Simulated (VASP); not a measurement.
Here is a VASP 6.6.1 calculation.

Contents of INCAR:

```
ALGO = Normal
EDIFF = 1E-7
EDIFFG = -0.08
ENCUT = 910
GGA = PE
GGA_COMPAT = False
IBRION = 2
ISIF = 3
ISMEAR = 0
LASPH = True
LCHARG = False
LREAL = False
LWAVE = False
NELM = 120
NELMIN = 4
NSW = 36
PREC = Accurate
SIGMA = 0.15
```

Contents of KPOINTS:

```
k-points
0
Gamma
  3 3 3
```

Contents of POSCAR:

```
Ga2SnO4
1.0
    0.0000000000      3.3261010500      5.6104933700
    2.6826035000      0.0000000000      5.6104933700
    2.6826035000      3.3261010500      0.0000000000
Ga Sn O
2 1 4
Direct
    0.2500000000      0.2500000000      0.2500000000
    0.7500000000      0.7500000000      0.7500000000
    0.0000000000      0.0000000000      0.0000000000
    0.0225457200      0.3110201600      0.6889798400
    0.3110201600      0.0225457200      0.9774542800
    0.6889798400      0.9774542800      0.0225457200
    0.9774542800      0.6889798400      0.3110201600
```

Potentials or basis: VASP PAW PBE potentials, release 64 (Ga_d, Sn_d, O_h).

Command:

```bash
$ cat potpaw_PBE.64/Ga_d/POTCAR potpaw_PBE.64/Sn_d/POTCAR potpaw_PBE.64/O_h/POTCAR > POTCAR
$ mpirun -np 1 vasp_std > vasp.out
```

Predict the relaxed cell.

a = 7.118 Å, b = 6.522 Å, c = 4.828 Å, α = 76.06°, β = 62.78°, γ = 41.17°.

What does it give for the band gap on the k mesh?

0.95 eV (least direct gap 1.20 eV).

Predict the relaxed volume.

18.45 Å³/atom.

Stress tensor (GPa, compression positive):
```
-0.29  0.00  0.00
 0.00 -0.39  0.00
 0.00  0.00  0.23
```

Caveat: the k points lie up to 0.50 Å⁻¹ apart in the final cell; the cutoff is under 1.25 times the usual one of these potentials, so pressure, stress and relaxed cells hold a basis-set (Pulay) error; the volume moved by over 15 % at a fixed basis, so the end points are rough; spin-orbit coupling is left out, which moves the levels of the heavy elements; an odd mesh through Γ misses points on the zone boundary, where band edges can lie.
